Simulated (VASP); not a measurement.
# SiC16 in VASP: single point with PBE+D3(BJ)

Aim: the single point of SiC16 with PBE+D3(BJ).

Program: VASP 6.6.1. These are calculated values, not measurements. Logs are shortened: lines on timing, memory, paths and dates and some standing lists are left out, and cuts for length are marked.

**1. The cell of the first run**

The cell holds a slab with vacuum, 17 atoms: a = 4.930 Å, b = 4.422 Å, c = 22.694 Å, α = 90.00°, β = 90.00°, γ = 90.00°.

**2. Single point, PBE+D3(BJ), collinear spin**

Contents of INCAR:

```
ALGO = Fast
DIPOL = 0.5 0.5 0.308
EDIFF = 1E-6
ENCUT = 520
GGA = PE
IDIPOL = 3
ISIF = 2
ISMEAR = 0
ISPIN = 2
IVDW = 12
LASPH = True
LCHARG = False
LDIPOL = True
LORBIT = 11
LREAL = Auto
LWAVE = False
MAGMOM = 0 0 0 0 0 0 0 0 0 0 0 0 0 0 0 0 2
NBANDS = 52
NELM = 150
PREC = Accurate
SIGMA = 0.05
```

Contents of KPOINTS:

```
k-points
0
Gamma
  6 6 1
```

Contents of POSCAR:

```
SiC16
1.0
    4.9298676323      0.0000000000      0.0000000000
    0.0000000000      4.4224271195      0.0000000000
    0.0000000000      0.0000000000     22.6937497910
C Si
16 1
Direct
    0.2500000000      0.4155274488      0.1762599851
    0.7500000000      0.4155274488      0.1762599851
    0.0000000000      0.5195584910      0.2001803947
    0.5000000000      0.5195584910      0.2001803947
    0.0000000000      0.7272227621      0.2480852155
    0.5000000000      0.7272227621      0.2480852155
    0.2500000000      0.8312538043      0.2720056251
    0.7500000000      0.8312538043      0.2720056251
    0.2500000000      0.0442051686      0.3198734326
    0.7500000000      0.0442051686      0.3198734326
    0.0000000000      0.1500808487      0.3425973485
    0.5000000000      0.1500808487      0.3425973485
    0.0000000000      0.3779776253      0.3900566375
    0.5000000000      0.3779776253      0.3900566375
    0.2500000000      0.4764186278      0.4095290499
    0.7500000000      0.4764186278      0.4095290499
    0.5000000000      0.9764186278      0.5196915406
```

Potentials or basis: VASP PAW PBE potentials, release 64 (C, Si).

Launch:

```console
> cat potpaw_PBE.64/C/POTCAR potpaw_PBE.64/Si/POTCAR > POTCAR
> mpirun -np 1 vasp_std > vasp.out
```

OUTCAR:

```text
EDIFF = 1E-6
   ENCUT = 520
   GGA = PE
   ISIF = 2
   ISMEAR = 0
   ISPIN = 2
   IVDW = 12
   LASPH = True
   LORBIT = 11
   LREAL = Auto
   NELM = 150
   PREC = Accurate
 IVDW          = 12

 ion  position               nearest neighbor table
   1  0.250  0.416  0.176-   3 1.42   4 1.42
   2  0.750  0.416  0.176-   3 1.42   4 1.42
   3  0.000  0.520  0.200-   5 1.42   2 1.42   1 1.42
   4  0.500  0.520  0.200-   6 1.42   2 1.42   1 1.42
   5  0.000  0.727  0.248-   3 1.42   7 1.42   8 1.42
   6  0.500  0.727  0.248-   4 1.42   7 1.42   8 1.42
   7  0.250  0.831  0.272-   5 1.42   6 1.42   9 1.44
   8  0.750  0.831  0.272-   5 1.42   6 1.42  10 1.44
   9  0.250  0.044  0.320-  11 1.42  12 1.42   7 1.44
  10  0.750  0.044  0.320-  11 1.42  12 1.42   8 1.44
  11  0.000  0.150  0.343-   9 1.42  10 1.42  13 1.48
  12  0.500  0.150  0.343-   9 1.42  10 1.42  14 1.48
  13  0.000  0.378  0.390-  15 1.38  16 1.38  11 1.48
  14  0.500  0.378  0.390-  15 1.38  16 1.38  12 1.48
  15  0.250  0.476  0.410-  13 1.38  14 1.38
  16  0.750  0.476  0.410-  13 1.38  14 1.38
  17  0.500  0.976  0.520-

  LATTYP: Found a simple orthorhombic cell.
 ALAT       =     4.4224271195
 B/A-ratio  =     1.1147425382
 C/A-ratio  =     5.1315147040

  Lattice vectors:

 A1 = (   0.0000000000,  -4.4224271195,   0.0000000000)
 A2 = (   4.9298676323,   0.0000000000,   0.0000000000)
 A3 = (   0.0000000000,   0.0000000000,  22.6937497910)

Analysis of symmetry for initial positions (statically):
=====================================================================
 Subroutine PRICEL returns:
 Original cell was already a primitive cell.

 Routine SETGRP: Setting up the symmetry group for a
 simple orthorhombic supercell.

 Subroutine GETGRP returns: Found  2 space group operations
 (whereof  2 operations were pure point group operations)
 out of a pool of  8 trial point group operations.

The static configuration has the point symmetry C_1h.

Analysis of symmetry for dynamics (positions and initial velocities):
=====================================================================
 Subroutine PRICEL returns:
 Original cell was already a primitive cell.

 Routine SETGRP: Setting up the symmetry group for a
 simple orthorhombic supercell.

 Subroutine GETGRP returns: Found  2 space group operations
 (whereof  2 operations were pure point group operations)
 out of a pool of  8 trial point group operations.

The dynamic configuration has the point symmetry C_1h.

Analysis of structural, dynamic, and magnetic symmetry:
=====================================================================
 Subroutine PRICEL returns:
 Original cell was already a primitive cell.

 Routine SETGRP: Setting up the symmetry group for a
 simple orthorhombic supercell.

 Subroutine GETGRP returns: Found  2 space group operations
 (whereof  2 operations were pure point group operations)
 out of a pool of  8 trial point group operations.

The overall configuration has the point symmetry C_1h.

 Subroutine INISYM returns: Found  2 space group operations
 (whereof  2 operations are pure point group operations),
 and found     1 'primitive' translations

----------------------------------------------------------------------------------------

                                     Primitive cell

  volume of cell :     494.7687

  direct lattice vectors                    reciprocal lattice vectors
     4.929867632  0.000000000  0.000000000     0.202845203  0.000000000  0.000000000
     0.000000000  4.422427120  0.000000000     0.000000000  0.226120176  0.000000000
     0.000000000  0.000000000 22.693749791     0.000000000  0.000000000  0.044064996

  length of vectors
     4.929867632  4.422427120 22.693749791     0.202845203  0.226120176  0.044064996

  position of ions in fractional coordinates (direct lattice)
     0.250000000  0.415527449  0.176259985
     0.750000000  0.415527449  0.176259985
     0.000000000  0.519558491  0.200180395
     0.500000000  0.519558491  0.200180395
     0.000000000  0.727222762  0.248085215
[... 85 lines left out ...]
 SYSTEM =  unknown system
   PREC   = accura    normal or accurate (medium, high low for compatibility)
   ISTART =      0    job   : 0-new  1-cont  2-samecut
   ICHARG =      2    charge: 1-file 2-atom 10-const
   ISPIN  =      2    spin polarized calculation?
   LNONCOLLINEAR =      F non collinear calculations
   LSORBIT =      F    spin-orbit coupling
   LASPH  =      T    aspherical Exc in radial PAW
   ENCUT  =  520.0 eV  38.22 Ry    6.18 a.u.   9.17  8.22 42.20*2*pi/ulx,y,z
   NELM   =    150;   NELMIN=  2; NELMDL= -5     # of ELM steps
   EDIFF  = 0.1E-05   stopping-criterion for ELM
   LREAL  =      T    real-space projection
   EDIFFG = 0.1E-04   stopping-criterion for IOM
   NSW    =      0    number of steps for IOM
   IBRION =     -1    ionic relax: 0-MD 1-quasi-New 2-CG
   NFREE  =      0    steps in history (QN), initial steepest desc. (CG)
   ISIF   =      2    stress and relaxation
   ISYM   =      2    0-nonsym 1-usesym 2-fastsym
   POTIM  = 0.5000    time-step for ionic-motion
   TEBEG  =    0.0;   TEEND  =   0.0 temperature during run
   PSTRESS=    0.0 pullay stress
   NELECT =      68.0000    total number of electrons
   NUPDOWN=      -1.0000    fix difference up-down
   EMIN   =  10.00;   EMAX   =-10.00  energy-range for DOS
   EFERMI =   0.00;   METHOD = LEGACY
   ISMEAR =     0;   SIGMA  =   0.05  broadening in eV -4-tet -1-fermi 0-gaus
   EFERMI_NEDOS =   21; number of points for ismear=-14 and -15
   IALGO  =     68    algorithm
   IMIX   =      4    mixing-type and parameters
     AMIX     =   0.40;   BMIX     =  1.00
     AMIX_MAG =   1.60;   BMIX_MAG =  1.00
  volume/ion in A,a.u.               =      29.10       196.40
  Fermi-wavevector in a.u.,A,eV,Ry     =   0.844845  1.596526  9.711337  0.713763
  Thomas-Fermi vector in A             =   1.959938
   LORBIT       =     11    0 simple, 1 ext, 2 COOP (PROOUT), +10 PAW based schemes
   GGA     = PE    functional components
   LHFCALC =     F    Hartree Fock is set to
   AEXX    =    0.0000 exact exchange contribution
   IVDW    =    12    specifies the selected vdW correction
   LEPSILON=     F    determine dielectric tensor
   LRPA    =     F    only Hartree local field effects (RPA)
 spin polarized calculation
 RMM-DIIS sequential band-by-band and
 Gauss-broadening in eV      SIGMA  =   0.05
  energy-cutoff  :      520.00
  volume of cell :      494.77
 maximum number of plane-waves:     13376
 NGX is ok and might be reduce to    40
   NGX = 19   NGY = 17   NGZ = 85

 dipolmoment           0.000000      0.000000      0.168995 electrons x Angstroem

 number of electron      68.0000008 magnetization       0.3245549

 dipolmoment           0.000000      0.000000     -0.235582 electrons x Angstroem

 Free energy of the ion-electron system (eV)
  ---------------------------------------------------
  ext. energy  EPLUGINS =         0.00000000
  ---------------------------------------------------
  free energy    TOTEN  =      -136.87458738 eV

  energy without entropy =     -136.85745368  energy(sigma->0) =     -136.86602053

 E-fermi :  -2.1043     XC(G=0):  -4.3224

 val. band max:       -2.1101089169   @ k =   0.0000   0.5000   0.0000
 cond. band min:      -2.1037006771   @ k =   0.0000   0.0000   0.0000
 fundamental gap:      0.0064082398
 Fermi energy:        -2.1042621778

 spin component 1

 k-point     1 :       0.0000    0.0000    0.0000
  band No.  band energies     occupation
      1     -21.1300      1.00000
      2     -20.0096      1.00000
      3     -18.3749      1.00000
      4     -16.8736      1.00000
      5     -16.8474      1.00000
      6     -16.5357      1.00000
[... 773 lines left out ...]
     45       4.4483      0.00000
     46       4.5117      0.00000
 Fermi energy:        -2.1042621778

 spin component 2

 k-point     1 :       0.0000    0.0000    0.0000
  band No.  band energies     occupation
      1     -21.1728      1.00000
      2     -20.0887      1.00000
      3     -18.4685      1.00000
      4     -16.9143      1.00000
      5     -16.8834      1.00000
      6     -16.6037      1.00000
[... 773 lines left out ...]
     45       4.4201      0.00000
     46       4.7929      0.00000
 [bands above 46 left out]

------------------------ aborting loop because EDIFF is reached ----------------------------------------

 vacuum level on the upper side and lower side of the slab       (xc-potential included)        -0.998         0.966

 Edisp (eV)   -2.14052

 E8    (eV) :    -0.6497

  FORCE on cell =-STRESS in cart. coord.  units (eV):
  Direction    XX          YY          ZZ          XY          YZ          ZX
  --------------------------------------------------------------------------------------
  -------------------------------------------------------------------------------------
  Total       1.34648    -3.41606    -2.71066     0.00000    -1.28049     0.00000
  in kB       4.36022   -11.06200    -8.77775     0.00000    -4.14653     0.00000
  external pressure =       -5.16 kB  Pullay stress =        0.00 kB

 VOLUME and BASIS-vectors are now :
 -----------------------------------------------------------------------------
  energy-cutoff  :      520.00
  volume of cell :      494.77
      direct lattice vectors                 reciprocal lattice vectors
     4.929867632  0.000000000  0.000000000     0.202845203  0.000000000  0.000000000
     0.000000000  4.422427120  0.000000000     0.000000000  0.226120176  0.000000000
     0.000000000  0.000000000 22.693749791     0.000000000  0.000000000  0.044064996

 POSITION                                       TOTAL-FORCE (eV/Angst)
 -----------------------------------------------------------------------------------
      1.23247      1.83764      4.00000        -0.000711      1.272118      1.626012
      3.69740      1.83764      4.00000         0.000711      1.272118      1.626012
      0.00000      2.29771      4.54284         0.000000     -1.971083     -2.400854
      2.46493      2.29771      4.54284         0.000000     -1.972801     -2.395691
      0.00000      3.21609      5.62998         0.000000      0.836190      1.002286
      2.46493      3.21609      5.62998         0.000000      0.837697      1.000282
[... 9 lines left out ...]
      3.69740      2.10693      9.29375        -0.270937      0.990500      1.525420
      2.46493      4.31814     11.79375         0.000000     -0.647569     -1.243699
 -----------------------------------------------------------------------------------
    total drift:                                0.000000     -0.018956     -0.033798

  FREE ENERGIE OF THE ION-ELECTRON SYSTEM (eV)
  ---------------------------------------------------
  free  energy   TOTEN  =      -139.0151061930 eV

  energy  without entropy=     -138.9979724934  energy(sigma->0) =     -139.00653934

 vacuum level on the upper side and lower side of the slab         2.046         4.110

 total charge

# of ion       s       p       d       tot
------------------------------------------
    1        0.926   1.514   0.000   2.440
    2        0.926   1.514   0.000   2.440
    3        0.864   1.776   0.000   2.640
    4        0.864   1.776   0.000   2.640
    5        0.868   1.762   0.000   2.631
    6        0.868   1.762   0.000   2.630
[... 9 lines left out ...]
   16        0.895   1.612   0.000   2.507
   17        0.964   0.493   0.000   1.458
--------------------------------------------------
tot         14.999  28.033   0.000  43.032

 magnetization (x)

# of ion       s       p       d       tot
------------------------------------------
    1       -0.001  -0.003   0.000  -0.004
    2       -0.001  -0.003   0.000  -0.004
    3       -0.000  -0.000   0.000  -0.000
    4       -0.000  -0.000   0.000  -0.001
    5       -0.000   0.002   0.000   0.002
    6       -0.000   0.001   0.000   0.001
[... 9 lines left out ...]
   16       -0.042  -0.241   0.000  -0.284
   17        0.001   0.404   0.000   0.405
--------------------------------------------------
tot         -0.106  -0.138   0.000  -0.244
```

It took 64 min on 1 thread of Oxide Virtual Turin-like, shared host; peak memory 1 GiB.

What came out:

* Free energy: -139.0151 eV
* Largest force: 3.106 eV/Å
* Net moment: 0.32 μB per cell
* Site moments: C -0.00, +0.00, -0.01, -0.04, +0.01, -0.28 (each value once); Si +0.41 μB
* Valence electrons inside the program's atomic spheres: C 2.44, 2.64, 2.63, 2.65, 2.62, 2.67, 2.51 (each value once); Si 1.46
* Dispersion energy per atom: -0.126 eV

Forces in eV/Å, atoms in the order of the input:
```
C   -0.001  1.272  1.626
C    0.001  1.272  1.626
C    0.000 -1.971 -2.401
C    0.000 -1.973 -2.396
C    0.000  0.836  1.002
C    0.000  0.838  1.000
C   -0.013 -0.153 -0.202
C    0.013 -0.153 -0.202
C    0.015 -0.118 -0.182
C   -0.015 -0.118 -0.182
C    0.000  0.271  0.220
C    0.000  0.347  0.139
C    0.000 -0.634 -0.720
C    0.000 -1.049 -1.137
C    0.271  0.991  1.525
C   -0.271  0.991  1.525
Si   0.000 -0.648 -1.244
```
